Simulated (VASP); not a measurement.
Au: single point with PBEsol

Au:

```
CELL_PARAMETERS angstrom
2.57184 0.00000 0.00000
-1.28592 2.22728 0.00000
0.00000 0.00000 4.20022
ATOMIC_POSITIONS crystal
Au 0.33333 0.66667 0.25000
Au 0.66667 0.33333 0.75000
```

| Quantity | Value |
| --- | --- |
| Program | VASP 6.6.1 |
| Task | single point |
| Functional | PBEsol |
| Potentials or basis | VASP PAW PBE potentials, release 64 (Au) |
| Cutoff | 520 eV |
| k mesh | 12 × 12 × 4 |
| Occupations | gaussian, width 0.1 eV |
| Spin | no spin polarisation |

```json
{
 "Pressure": "159.9 GPa",
 "Band gap on the k mesh": "zero (band 11 reaches 22.07 eV, above the bottom of band 12 at 12.90 eV)"
}
```

Stress tensor (GPa, compression positive):
```
157.12   0.00   0.00
  0.00 157.12   0.00
  0.00   0.00 165.47
```

Levels at points of the mesh, in eV from the Fermi level:
| k point | band 7 | band 8 | band 9 | band 10 | band 11 | band 12 | band 13 | band 14 | band 15 | band 16 |
| --- | --- | --- | --- | --- | --- | --- | --- | --- | --- | --- |
| (0.00, 0.00, 0.00) | -6.57 | -5.64 | -5.64 | -3.05 | -2.91 | -2.91 | 5.11 | 13.18 | 15.29 | 16.47 |
| (0.50, 0.00, 0.00) | -6.25 | -2.44 | -2.23 | -2.02 | 0.37 | 2.26 | 6.85 | 8.89 | 10.17 | 10.59 |
| (0.00, 0.00, 0.50) | -7.35 | -7.35 | -3.71 | -3.71 | -3.71 | -3.71 | 12.42 | 12.42 | 15.12 | 15.12 |
| (0.50, 0.00, 0.50) | -3.76 | -3.76 | -2.19 | -2.19 | -0.39 | -0.39 | 6.02 | 6.02 | 14.57 | 14.57 |

Run time: 9.2 s on 1 thread of AMD EPYC 9R45 96-Core Processor (Zen 5), with other jobs on the host, peak memory 0.12 GiB.

Caveat: the k points lie up to 0.37 Å⁻¹ apart; the PAW data sets were made with another functional, which shifts forces and pressure a little; spin-orbit coupling is left out, which moves the levels of the heavy elements.
